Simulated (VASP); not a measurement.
Runs of VASP 6.6.1 on Ce. The structure is that of space group Im-3m (No. 229), or close to it. The cells are those of the table. This isn't the form of Ce at room conditions, which is fcc.

| cell | k mesh | gap on the mesh (eV) | pressure (GPa) | moment (μB) |
| --- | --- | --- | --- | --- |
| a = 3.566 Å, angles 109.5°, 1 atom | 8 × 8 × 8 | none | (a) | 0.00 |
| a = 3.655 Å, angles 109.5°, 1 atom | 8 × 8 × 8 | none | -8.2 | 0.00 |
| a = 3.639 Å, angles 109.5°, 1 atom | 8 × 8 × 8 | none | -8.1 | 0.00 |
| a = 3.613 Å, angles 109.5°, 1 atom | 8 × 8 × 8 | none | -7.5 | 0.00 |
| a = 3.547 Å, angles 109.5°, 1 atom | 5 × 5 × 5 | none | (b) | 0.00 |

Alike in all rows: task single point; level PBE+U; potentials or basis VASP PAW PBE potentials, release 64 (Ce); spin collinear, ferromagnetic start; Ce f U = 5.0 eV; cutoff (eV) 500; smearing gaussian 0.05 eV.

Problem. Fill in the values left out.

Solution. (a) -7.0; (b) -6.1.

Caveats: some runs use coarse meshes; the magnetic or orbital state may not be the lowest; spin-orbit coupling is left out, which moves the levels of the heavy elements; the cell stands under tension (at least some runs).

A k mesh can miss the band edges, and the runs leave out spin-orbit coupling on Ce.

A gap of «none» marks levels without a gap at the run's occupations.
